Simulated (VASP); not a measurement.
Au: single point with r2SCAN

The system is Au.

```
Au
1.0
    -0.21594    1.94343    1.94343
     1.94343   -0.21594    1.94343
     1.94343    1.94343   -0.21594
Au
1
Cartesian
  0.0000 0.0000 0.0000
```

This cell differs from its parent crystal: ratio of the length along [111] to the lengths across it x 0.85, volume and fractional coordinates fixed.

| Item | Value |
| --- | --- |
| Program | VASP 6.6.1 |
| Task | single point |
| Functional | r2SCAN |
| Potentials or basis | VASP PAW PBE potentials, release 64 (Au) |
| Cutoff | 520 eV |
| k mesh | 16 × 16 × 16 |
| Occupations | gaussian, width 0.15 eV |
| Spin | no spin polarisation |
| Dipole correction | no |
| Further INCAR settings | ALGO = Normal; EDIFF = 1e-07; NBANDS = 12 |

```yaml
Pressure: 8.3 GPa
```

Stress tensor (GPa, compression positive):
```
8.33 2.59 2.59
2.59 8.33 2.59
2.59 2.59 8.33
```

Levels at points of the mesh, in eV from the Fermi level:
| k point | band 4 | band 5 | band 6 | band 7 | band 8 | band 9 |
| --- | --- | --- | --- | --- | --- | --- |
| (0.00, 0.00, 0.00) | -3.87 | -3.15 | -3.15 | 14.96 | 17.81 | 17.81 |
| (0.50, 0.00, 0.00) | -2.79 | -2.11 | -1.09 | 2.70 | 15.20 | 17.50 |
| (0.50, 0.50, 0.00) | -2.09 | -1.41 | 1.35 | 6.27 | 8.61 | 12.84 |
| (0.50, 0.50, 0.50) | -1.68 | -1.68 | 0.69 | 5.67 | 13.56 | 15.43 |

Run time: 2.5 min on 1 thread of Intel(R) Xeon(R) Platinum 8488C (Sapphire Rapids), on a shared host, peak memory 0.21 GiB.

Caveat: the PAW data sets were made with another functional, which shifts forces and pressure a little; spin-orbit coupling is left out, which moves the levels of the heavy elements.
